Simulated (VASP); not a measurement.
# Ga2CN2 in VASP: a series of runs

The runs below take Ga2CN2 through single point, with PBE.

All numbers are computed with VASP 6.6.1; they aren't measurements. Logs are shortened: lines on timing, memory, paths and dates and some standing lists are left out, and cuts for length are marked.

## Step 1: The cell of the first run

The cell holds a slab with vacuum, 5 atoms: a = 3.217 Å, b = 3.217 Å, c = 19.100 Å, α = 90.00°, β = 90.00°, γ = 120.00°.

## Step 2: Single point, PBE, collinear spin

INCAR reads:

```
PREC = Accurate
ENCUT = 520
EDIFF = 1E-6
ISMEAR = 0
SIGMA = 0.05
LREAL = F
LASPH = T
NELM = 150
ALGO = Normal
ISIF = 2
LWAVE = F
LCHARG = F
ISPIN = 2
MAGMOM = 0 0 0 0 2
LORBIT = 11
LDIPOL = T
IDIPOL = 3
DIPOL = 0.5 0.5 0.353
GGA = PE
NBANDS = 32
```

KPOINTS reads:

```
Automatic mesh
0
Gamma
  9 9 1
```

POSCAR reads:

```
Ga2CN2
1.0
    3.2165072889      0.0000000000      0.0000000000
   -1.6082536444      2.7855770236      0.0000000000
    0.0000000000      0.0000000000     19.1000974262
N Ga C
2 2 1
Direct
    0.0000000000      0.0000000000      0.2094230155
    0.3333333333      0.6666666666      0.3979088303
    0.3333333333      0.6666666666      0.2437980654
    0.6666666667      0.3333333333      0.3952208477
    0.3333333333      1.1666666667      0.5163294441
```

Potentials or basis: VASP PAW PBE potentials, release 64 (N, Ga_d, C).

Started as:

```console
$ cat potpaw_PBE.64/N/POTCAR potpaw_PBE.64/Ga_d/POTCAR potpaw_PBE.64/C/POTCAR > POTCAR
$ mpirun -np 1 vasp_std > vasp.out
```

OUTCAR:

```text
PREC = Accurate
   ENCUT = 520
   EDIFF = 1E-6
   ISMEAR = 0
   LREAL = F
   LASPH = T
   NELM = 150
   ISIF = 2
   ISPIN = 2
   LORBIT = 11
   GGA = PE

 ion  position               nearest neighbor table
   1  0.000  0.000  0.209-   3 1.97   3 1.97   3 1.97
   2  0.333  0.667  0.398-   4 1.86   4 1.86   4 1.86
   3  0.333  0.667  0.244-   1 1.97   1 1.97   1 1.97
   4  0.667  0.333  0.395-   2 1.86   2 1.86   2 1.86   5 2.49
   5  0.333  0.167  0.516-   4 2.49

  LATTYP: Found a hexagonal cell.
 ALAT       =     3.2165072889
 C/A-ratio  =     5.9381483425

  Lattice vectors:

 A1 = (   3.2165072889,   0.0000000000,   0.0000000000)
 A2 = (  -1.6082536444,   2.7855770236,   0.0000000000)
 A3 = (   0.0000000000,   0.0000000000,  19.1000974262)

Analysis of symmetry for initial positions (statically):
=====================================================================
 Subroutine PRICEL returns:
 Original cell was already a primitive cell.

 Routine SETGRP: Setting up the symmetry group for a
 hexagonal supercell.

 Subroutine GETGRP returns: Found  2 space group operations
 (whereof  2 operations were pure point group operations)
 out of a pool of 24 trial point group operations.

The static configuration has the point symmetry C_1h.

Analysis of symmetry for dynamics (positions and initial velocities):
=====================================================================
 Subroutine PRICEL returns:
 Original cell was already a primitive cell.

 Routine SETGRP: Setting up the symmetry group for a
 hexagonal supercell.

 Subroutine GETGRP returns: Found  2 space group operations
 (whereof  2 operations were pure point group operations)
 out of a pool of 24 trial point group operations.

The dynamic configuration has the point symmetry C_1h.

Analysis of structural, dynamic, and magnetic symmetry:
=====================================================================
 Subroutine PRICEL returns:
 Original cell was already a primitive cell.

 Routine SETGRP: Setting up the symmetry group for a
 hexagonal supercell.

 Subroutine GETGRP returns: Found  2 space group operations
 (whereof  2 operations were pure point group operations)
 out of a pool of 24 trial point group operations.

The overall configuration has the point symmetry C_1h.

 Subroutine INISYM returns: Found  2 space group operations
 (whereof  2 operations are pure point group operations),
 and found     1 'primitive' translations

[... 138 lines left out ...]

 number of electron      39.9999978 magnetization       1.7601706

 dipolmoment           0.000000      0.000000     -0.047652 electrons x Angstroem

 Free energy of the ion-electron system (eV)
  ---------------------------------------------------
  ext. energy  EPLUGINS =         0.00000000
  ---------------------------------------------------
  free energy    TOTEN  =       -24.28509538 eV

  energy without entropy =      -24.28344065  energy(sigma->0) =      -24.28426801

 E-fermi :  -2.6409     XC(G=0):  -4.8599

 val. band max:       -2.6847882304   @ k =  -0.2222   0.4444   0.0000
 cond. band min:      -2.6340876364   @ k =  -0.1111   0.3333   0.0000
 fundamental gap:      0.0507005939
 Fermi energy:        -2.6409392717

 spin component 1

 k-point     1 :       0.0000    0.0000    0.0000
  band No.  band energies     occupation
      1     -19.3572      1.00000
      2     -17.2587      1.00000
      3     -17.2582      1.00000
      4     -17.1919      1.00000
      5     -16.9834      1.00000
      6     -16.9761      1.00000
[... 829 lines left out ...]
     31       8.3834      0.00000
     32       8.8671      0.00000

 [... further k-points ...]

 spin component 2

 k-point     1 :       0.0000    0.0000    0.0000
  band No.  band energies     occupation
      1     -19.2405      1.00000
      2     -17.2482      1.00000
      3     -17.2466      1.00000
      4     -17.1674      1.00000
      5     -16.9672      1.00000
      6     -16.9665      1.00000
[... 829 lines left out ...]
     31       8.4312      0.00000
     32       9.1258      0.00000

 [... further k-points ...]

------------------------ aborting loop because EDIFF is reached ----------------------------------------

 vacuum level on the upper side and lower side of the slab       (xc-potential included)        -0.609         0.361

  FORCE on cell =-STRESS in cart. coord.  units (eV):
  Direction    XX          YY          ZZ          XY          YZ          ZX
  --------------------------------------------------------------------------------------
  -------------------------------------------------------------------------------------
  Total       -1.4525515     -1.0435425     -2.2209514     -0.3542122      0.2039806      0.3533073
  in kB      -13.5989953     -9.7697942    -20.7928651     -3.3161855      1.9096959      3.3077133
  external PRESSURE =     -14.7205515 kB  Pullay stress =       0.0000000 kB

 VOLUME and BASIS-vectors are now :
 -----------------------------------------------------------------------------
  energy-cutoff  :      520.00
  volume of cell :      171.13
      direct lattice vectors                 reciprocal lattice vectors
     3.216507289  0.000000000  0.000000000     0.310896233  0.179496024  0.000000000
    -1.608253644  2.785577024  0.000000000     0.000000000  0.358992048  0.000000000
     0.000000000  0.000000000 19.100097426     0.000000000  0.000000000  0.052355754

 POSITION                                       TOTAL-FORCE (eV/Angst)
 -----------------------------------------------------------------------------------
      0.00000      0.00000      4.00000        -0.007269     -0.004197      2.701378
      0.00000      1.85705      7.60010        -0.079337     -0.045805     -1.195210
      0.00000      1.85705      4.65657         0.001223      0.000706     -2.579108
      1.60825      0.92853      7.54876        -0.059500     -0.034352      1.073742
      0.80413      0.46426      9.86194         0.144883      0.083648     -0.000803
 -----------------------------------------------------------------------------------
    total drift:                               -0.000048     -0.000022      0.000220

  FREE ENERGIE OF THE ION-ELECTRON SYSTEM (eV)
  ---------------------------------------------------
  free  energy   TOTEN  =       -24.2850953772 eV

  energy  without entropy=      -24.2834406482  energy(sigma->0) =      -24.28426801

 vacuum level on the upper side and lower side of the slab         3.456         4.546

 total charge

# of ion       s       p       d       tot
------------------------------------------
    1        1.282   2.307   0.000   3.589
    2        1.244   2.475   0.000   3.719
    3        0.839   0.748  10.085  11.671
    4        0.815   0.897  10.172  11.884
    5        1.048   0.947   0.000   1.995
--------------------------------------------------
tot          5.228   7.373  20.257  32.858

 magnetization (x)

# of ion       s       p       d       tot
------------------------------------------
    1        0.001   0.024   0.000   0.025
    2        0.015   0.083   0.000   0.098
    3       -0.002   0.001   0.002   0.001
    4       -0.001   0.015   0.016   0.030
    5        0.035   0.744   0.000   0.779
--------------------------------------------------
tot          0.048   0.868   0.018   0.933
```

OSZICAR:

```text
N       E                     dE             d eps       ncg     rms          rms(c)
DAV:   1     0.353840290640E+03    0.35384E+03   -0.18447E+04  3528   0.144E+03
DAV:   2     0.276616671380E+02   -0.32618E+03   -0.30787E+03  3712   0.446E+02
DAV:   3    -0.258339794957E+02   -0.53496E+02   -0.52500E+02  4016   0.132E+02
[... 20 lines left out ...]
DAV:  24    -0.242850500964E+02   -0.51063E-04   -0.21215E-06  2776   0.514E-03    0.265E-03
DAV:  25    -0.242850824761E+02   -0.32380E-04   -0.19205E-06  2864   0.508E-03    0.153E-03
DAV:  26    -0.242850894175E+02   -0.69414E-05   -0.34154E-07  2648   0.238E-03    0.882E-04
DAV:  27    -0.242850926654E+02   -0.32479E-05   -0.13362E-07  2648   0.150E-03    0.448E-04
DAV:  28    -0.242850946145E+02   -0.19491E-05   -0.88068E-08  2544   0.105E-03    0.290E-04
DAV:  29    -0.242850953772E+02   -0.76273E-06   -0.17763E-08  2424   0.699E-04
   1 F= -.24285095E+02 E0= -.24284268E+02  d E =-.165473E-02  mag=     1.7602
```

stdout:

```text
POSCAR found type information on POSCAR N GaC
 POSCAR found :  3 types and       5 ions
 scaLAPACK will be used
 LDA part: xc-table for (Slater+PW92), standard interpolation
 POSCAR, INCAR and KPOINTS ok, starting setup
 FFT: planning ... GRIDC
 FFT: planning ... GRID_SOFT
 FFT: planning ... GRID
 WAVECAR not read
 entering main loop
```

Wall time 3.3 min (1 thread of Intel Xeon 6975P-C (Granite Rapids), shared host); peak memory 0.43 GiB.

Results:

* Free energy: -24.2851 eV
* Largest force: 2.701 eV/Å
* Net moment: 1.76 μB per cell
* Site moments: N +0.03, +0.10; Ga +0.00, +0.03; C +0.78 μB
* Valence electrons inside the program's atomic spheres: N 3.59, 3.72; Ga 11.67, 11.88; C 2.00

Forces on the atoms (eV/Å):
```
N   -0.007 -0.004  2.701
N   -0.079 -0.046 -1.195
Ga   0.001  0.001 -2.579
Ga  -0.059 -0.034  1.074
C    0.145  0.084 -0.001
```

Levels at points of the mesh, in eV from the Fermi level:
Spin up:
```csv
k point,band 17,band 18,band 19,band 20,band 21,band 22,band 23,band 24,band 25,band 26
"(0.00, 0.00, 0.00)",-1.80,-0.75,0.10,0.10,1.09,1.21,1.76,2.97,5.77,6.19
```
Spin down:
```
           k point  band 15  band 16  band 17  band 18  band 19  band 20  band 21  band 22  band 23  band 24
(0.00, 0.00, 0.00)    -2.20    -1.70    -1.69     0.12     0.12     0.47     2.22     2.94     3.01     3.34
```

## Step 3: Single point, PBE, collinear spin

INCAR reads:

```
PREC = Accurate ; ENCUT = 520
EDIFF = 1E-6 ; ISMEAR = 0
SIGMA = 0.05 ; LREAL = False
LASPH = True ; NELM = 150
ALGO = Normal ; ISIF = 2
LWAVE = False ; LCHARG = False
ISPIN = 2 ; MAGMOM = 0 0 0 0 2
LORBIT = 11 ; LDIPOL = True
IDIPOL = 3 ; DIPOL = 0.5 0.5 0.347
GGA = PE ; NBANDS = 32
```

KPOINTS is that of step 2.

POSCAR reads:

```
Ga2CN2
1.0
    3.2165072889      0.0000000000      0.0000000000
   -1.6082536444      2.7855770236      0.0000000000
    0.0000000000      0.0000000000     19.1000974262
N Ga C
2 2 1
Direct
    0.0000000000      0.0000000000      0.2094230155
    0.3333333334      0.6666666667      0.3979088303
    0.3333333334      0.6666666667      0.2437980654
    0.6666666667      0.3333333333      0.3952208477
    0.5000000000      1.0000000000      0.4877530056
```

Potentials or basis: VASP PAW PBE potentials, release 64 (N, Ga_d, C).

Started as:

```console
$ cat potpaw_PBE.64/N/POTCAR potpaw_PBE.64/Ga_d/POTCAR potpaw_PBE.64/C/POTCAR > POTCAR
$ mpirun -np 1 vasp_std > vasp.out
```

It took 2.7 min on 1 thread of Intel Xeon 6975P-C (Granite Rapids), shared host; peak memory 0.44 GiB.

It converged, with:

* Free energy: -24.8104 eV
* Largest force: 2.901 eV/Å
* Net moment: 1.28 μB per cell
* Site moments: N +0.01, +0.07; Ga -0.00, +0.12; C +0.57 μB
* Valence electrons inside the program's atomic spheres: N 3.59, 3.72; Ga 11.68, 12.01; C 2.08

Forces on the atoms (eV/Å):
```
N    0.000  0.013  2.896
N    0.000  0.519  0.023
Ga   0.000  0.036 -2.901
Ga   0.000  1.122 -0.023
C    0.000 -1.689  0.006
```

Levels at points of the mesh, in eV from the Fermi level:
Spin up:
| k point | band 17 | band 18 | band 19 | band 20 | band 21 | band 22 | band 23 | band 24 | band 25 | band 26 |
| --- | --- | --- | --- | --- | --- | --- | --- | --- | --- | --- |
| (0.00, 0.00, 0.00) | -2.79 | -1.34 | -0.35 | -0.35 | 0.86 | 0.93 | 2.66 | 3.36 | 5.81 | 6.06 |
Spin down:
```tsv
k point	band 17	band 18	band 19	band 20	band 21	band 22
(0.00, 0.00, 0.00)	-2.60	-0.34	-0.34	-0.12	1.26	2.41
```
